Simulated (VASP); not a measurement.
# Ta (Im-3m) in VASP: notebook, part 2 of 2

VASP 6.6.1.

## Step 5: Single point, PBEsol (volume scaled by 0.85)

Input file INCAR:

```
PREC = Accurate
ENCUT = 520
EDIFF = 1E-6
ISMEAR = 0
SIGMA = 0.05
LREAL = F
LASPH = T
NELM = 80
ALGO = Fast
ISIF = 2
LWAVE = F
LCHARG = T
GGA = PS
LELF = T
LVHAR = T
NBANDS = 12
```

Input file KPOINTS:

```
regular mesh
0
Gamma
  22 22 22
```

Input file POSCAR:

```
Ta
1.0
   -1.5639398596      1.5639398596      1.5639398596
    1.5639398596     -1.5639398596      1.5639398596
    1.5639398596      1.5639398596     -1.5639398596
Ta
1
Direct
    0.0000000000      0.0000000000      0.0000000000
```

Potentials or basis: VASP PAW PBE potentials, release 64 (Ta_pv).

Command:

```
> cat potpaw_PBE.64/Ta_pv/POTCAR > POTCAR
> mpirun -np 1 vasp_std > vasp.out
```

OUTCAR:

```text
PREC = Accurate
   ENCUT = 520
   EDIFF = 1E-6
   ISMEAR = 0
   LREAL = F
   LASPH = T
   NELM = 80
   ISIF = 2
   GGA = PS

 ion  position               nearest neighbor table
   1  0.000  0.000  0.000-

  LATTYP: Found a body centered cubic cell.
 ALAT       =     3.1278797192

  Lattice vectors:

 A1 = (  -1.5639398596,   1.5639398596,   1.5639398596)
 A2 = (   1.5639398596,  -1.5639398596,   1.5639398596)
 A3 = (   1.5639398596,   1.5639398596,  -1.5639398596)

Analysis of symmetry for initial positions (statically):
=====================================================================
 Subroutine PRICEL returns:
 Original cell was already a primitive cell.

 Routine SETGRP: Setting up the symmetry group for a
 body centered cubic supercell.

 Subroutine GETGRP returns: Found 48 space group operations
 (whereof 48 operations were pure point group operations)
 out of a pool of 48 trial point group operations.

The static configuration has the point symmetry O_h .

Analysis of symmetry for dynamics (positions and initial velocities):
=====================================================================
 Subroutine PRICEL returns:
 Original cell was already a primitive cell.

 Routine SETGRP: Setting up the symmetry group for a
 body centered cubic supercell.

 Subroutine GETGRP returns: Found 48 space group operations
 (whereof 48 operations were pure point group operations)
 out of a pool of 48 trial point group operations.

The dynamic configuration has the point symmetry O_h .

 Subroutine INISYM returns: Found 48 space group operations
 (whereof 48 operations are pure point group operations),
 and found     1 'primitive' translations

----------------------------------------------------------------------------------------

                                     Primitive cell

  volume of cell :      15.3010
[... 107 lines left out ...]
     AMIX_MAG =   1.60;   BMIX_MAG =  1.00
  volume/ion in A,a.u.               =      15.30       103.26
  Fermi-wavevector in a.u.,A,eV,Ry     =   1.466557  2.771391 29.263276  2.150790
  Thomas-Fermi vector in A             =   2.582280
   LORBIT       =      0    0 simple, 1 ext, 2 COOP (PROOUT), +10 PAW based schemes
   GGA     = PS    functional components
   LHFCALC =     F    Hartree Fock is set to
   AEXX    =    0.0000 exact exchange contribution
   IVDW    =     0    specifies the selected vdW correction
   LEPSILON=     F    determine dielectric tensor
   LRPA    =     F    only Hartree local field effects (RPA)
 non-spin polarized calculation
 RMM-DIIS sequential band-by-band and
 Gauss-broadening in eV      SIGMA  =   0.05
  energy-cutoff  :      520.00
  volume of cell :       15.30
 maximum number of plane-waves:       424
   NGX =  9   NGY =  9   NGZ =  9

 number of electron      11.0000004 magnetization

 Free energy of the ion-electron system (eV)
  ---------------------------------------------------
  ext. energy  EPLUGINS =         0.00000000
  ---------------------------------------------------
  free energy    TOTEN  =       -12.29070036 eV

  energy without entropy =      -12.28951878  energy(sigma->0) =      -12.29010957

 E-fermi :   6.6965     XC(G=0): -13.5865

 val. band max:        6.6929623267   @ k =  -0.1818   0.2727   0.0909
 cond. band min:       6.7151058477   @ k =  -0.3182   0.4091   0.1364
 fundamental gap:      0.0221435210
 Fermi energy:         6.6964707062

 k-point     1 :       0.0000    0.0000    0.0000
  band No.  band energies     occupation
      1     -25.6450      2.00000
      2     -25.6450      2.00000
      3     -25.6450      2.00000
      4      -1.8009      2.00000
      5       7.3956      0.00000
      6       7.3956      0.00000
      7       7.3956      0.00000
      8      11.2794      0.00000
      9      11.2794      0.00000
     10      22.5353      0.00000
     11      22.5353      0.00000
     12      22.5353      0.00000
[... 331 lines left out ...]
 k-point    24 :       0.1364    0.0909    0.0000
  band No.  band energies     occupation
      1     -26.3654      2.00000
      2     -25.8289      2.00000
      3     -25.7024      2.00000
      4       0.1148      2.00000
      5       6.3723      2.00000
      6       6.5442      1.99998
      7       9.5891      0.00000
      8      10.1027      0.00000
      9      11.6297      0.00000
     10      21.9243      0.00000
     11      24.0180      0.00000
     12      25.3524      0.00000

 [... further k-points ...]
[... 5 lines left out ...]
  --------------------------------------------------------------------------------------
  -------------------------------------------------------------------------------------
  Total        3.7590553      3.7590553      3.7590553     -0.0000000     -0.0000000      0.0000000
  in kB      393.6127502    393.6127502    393.6127502     -0.0000000     -0.0000000      0.0000000
  external PRESSURE =     393.6127502 kB  Pullay stress =       0.0000000 kB

 VOLUME and BASIS-vectors are now :
 -----------------------------------------------------------------------------
  energy-cutoff  :      520.00
  volume of cell :       15.30
      direct lattice vectors                 reciprocal lattice vectors
    -1.563939860  1.563939860  1.563939860     0.000000000  0.319705388  0.319705388
     1.563939860 -1.563939860  1.563939860     0.319705388  0.000000000  0.319705388
     1.563939860  1.563939860 -1.563939860     0.319705388  0.319705388  0.000000000

 POSITION                                       TOTAL-FORCE (eV/Angst)
 -----------------------------------------------------------------------------------
      0.00000      0.00000      0.00000        -0.000000     -0.000000     -0.000000
 -----------------------------------------------------------------------------------
    total drift:                               -0.000000     -0.000000      0.000000

  FREE ENERGIE OF THE ION-ELECTRON SYSTEM (eV)
  ---------------------------------------------------
  free  energy   TOTEN  =       -12.2907003605 eV

  energy  without entropy=      -12.2895187823  energy(sigma->0) =      -12.29010957
```

stdout:

```text
POSCAR found type information on POSCAR Ta
 POSCAR found :  1 types and       1 ions
 scaLAPACK will be used
 -----------------------------------------------------------------------------
|                                                                             |
|                                                                             |
|     You enforced a specific xc type in the INCAR file but a different       |
|     I HOPE YOU KNOW WHAT YOU ARE DOING!                                     |
|                                                                             |
 -----------------------------------------------------------------------------

 LDA part: xc-table for (Slater+PW92), standard interpolation
 POSCAR, INCAR and KPOINTS ok, starting setup
 FFT: planning ... GRIDC
 FFT: planning ... GRID_SOFT
 FFT: planning ... GRID
 WAVECAR not read
 entering main loop
WARNING in EDDRMM: call to ZHEGV failed, returncode =   8  4     12
```

Run time: 50 s. Hardware: 1 thread of AMD EPYC 7R13 (Zen 3), shared host; peak memory 0.14 GiB.

What came out:

```
Free energy : -12.2907 eV
Pressure    : 39.4 GPa
```

Levels at points of the mesh, in eV from the Fermi level:
```csv
k point,band 3,band 4,band 5,band 6,band 7,band 8
"(0.00, 0.00, 0.00)",-32.34,-8.50,0.70,0.70,0.70,4.58
"(0.50, 0.00, 0.00)",-32.36,-5.17,-2.10,2.56,4.61,5.84
"(0.50, 0.50, 0.50)",-33.69,-4.89,-4.89,8.29,8.29,8.29
```

Caveat: the PAW data sets were made with another functional, which shifts forces and pressure a little; spin-orbit coupling is left out, which moves the levels of the heavy elements.

## Step 6: Single point, PBEsol (volume scaled by 0.9)

Input file INCAR:

```
PREC = Accurate
ENCUT = 520
EDIFF = 1E-6
ISMEAR = 0
SIGMA = 0.05
LREAL = False
LASPH = True
NELM = 60
ALGO = Fast
ISIF = 2
LWAVE = False
LCHARG = False
GGA = PS
NBANDS = 12
```

Input file KPOINTS:

```
Automatic mesh
0
Gamma
  22 22 22
```

Input file POSCAR:

```
Ta
1.0
   -1.5940229740      1.5940229740      1.5940229740
    1.5940229740     -1.5940229740      1.5940229740
    1.5940229740      1.5940229740     -1.5940229740
Ta
1
Direct
    0.0000000000      0.0000000000      0.0000000000
```

Potentials or basis: VASP PAW PBE potentials, release 64 (Ta_pv).

Command:

```
> cat potpaw_PBE.64/Ta_pv/POTCAR > POTCAR
> mpirun -np 1 vasp_std > vasp.out
```

Wall time 62 s (1 thread of AMD EPYC 7R13 (Zen 3), shared host); peak memory 0.16 GiB.

It converged, with:

```yaml
Free_energy: -12.4592 eV
Pressure: 21.3 GPa
```

Levels at points of the mesh, in eV from the Fermi level:
| k point | band 1 | band 2 | band 3 | band 4 | band 5 | band 6 | band 7 | band 8 | band 9 | band 10 |
| --- | --- | --- | --- | --- | --- | --- | --- | --- | --- | --- |
| (0.00, 0.00, 0.00) | -32.57 | -32.57 | -32.57 | -8.30 | 0.72 | 0.72 | 0.72 | 4.39 | 4.39 | 15.56 |
| (0.50, 0.00, 0.00) | -34.23 | -33.10 | -32.59 | -4.87 | -1.88 | 2.19 | 4.35 | 5.51 | 8.92 | 12.49 |
| (0.50, 0.50, 0.50) | -33.71 | -33.71 | -33.71 | -4.48 | -4.48 | 7.77 | 7.77 | 7.77 | 9.72 | 9.72 |

Caveat: the PAW data sets were made with another functional, which shifts forces and pressure a little; spin-orbit coupling is left out, which moves the levels of the heavy elements.

## Step 7: The runs side by side

| cell | gap on the mesh (eV) | pressure (GPa) |
| --- | --- | --- |
| a = 2.539 Å, angles 109.5°, 1 atom | none | 132.5 |
| a = 2.598 Å, angles 109.5°, 1 atom | none | 93.9 |
| a = 2.655 Å, angles 109.5°, 1 atom | none | 62.9 |
| a = 2.709 Å, angles 109.5°, 1 atom | none | 39.4 |
| a = 2.761 Å, angles 109.5°, 1 atom | none | 21.3 |

Alike in all rows: task single point; level PBEsol; potentials or basis VASP PAW PBE potentials, release 64 (Ta_pv); no spin polarisation; k mesh 22 × 22 × 22; cutoff (eV) 520; smearing gaussian 0.05 eV.

Caveats: the PAW data sets were made with another functional, which shifts forces and pressure a little; spin-orbit coupling is left out, which moves the levels of the heavy elements.

Total energies depend on the potentials used, so only differences within one code and one set of settings carry meaning.
